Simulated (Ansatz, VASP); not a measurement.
## SnSe2: VASP beside Ansatz

```xyz
3
Lattice="3.8110 0.0000 0.0000 -1.9055 3.3004 0.0000 0.0000 0.0000 6.0449" Properties=species:S:1:pos:R:3 pbc="T T T"
Sn    0.0000    0.0000    0.0000
Se    0.0000    2.2003    1.5112
Se    1.9055    1.1001    4.5337
```

Change from the starting cell: strain +0.000 along x and y, -0.015 along z, atoms carried along.

Alike in both runs: task single point; functional PBE; k mesh 12 × 12 × 6; occupations gaussian, width 0.05 eV; no spin polarisation.

```csv
,VASP,Ansatz
version,VASP 6.6.1,Ansatz 0.2.0
potentials or method,"VASP PAW PBE potentials, release 64 (Sn_d, Se), cutoff 520 eV","scalar-relativistic, plane waves, PAW"
valence electrons in the cell,26,46
```

|  | VASP | Ansatz | Ansatz less VASP |
| --- | --- | --- | --- |
| gap on the k mesh at the Fermi level (eV) | 0.66 | 0.67 | +0.006 |
| least direct gap on the mesh (eV) | 0.99 | 1.00 | +0.011 |
| pressure (GPa) | 6.6 | 6.5 | -0.10 |
| traceless stress, the component that is largest in VASP (GPa) | 1.41 | 1.40 | -0.003 |
| rms of the force components (eV/Å) | 0.455 | 0.447 | -0.0079 |

Atom by atom the forces differ by 0.008 eV/Å (rms over components). VASP's potentials hold 26 valence electrons a cell and Ansatz's 46, so a difference there can come from the potentials and not from the codes.
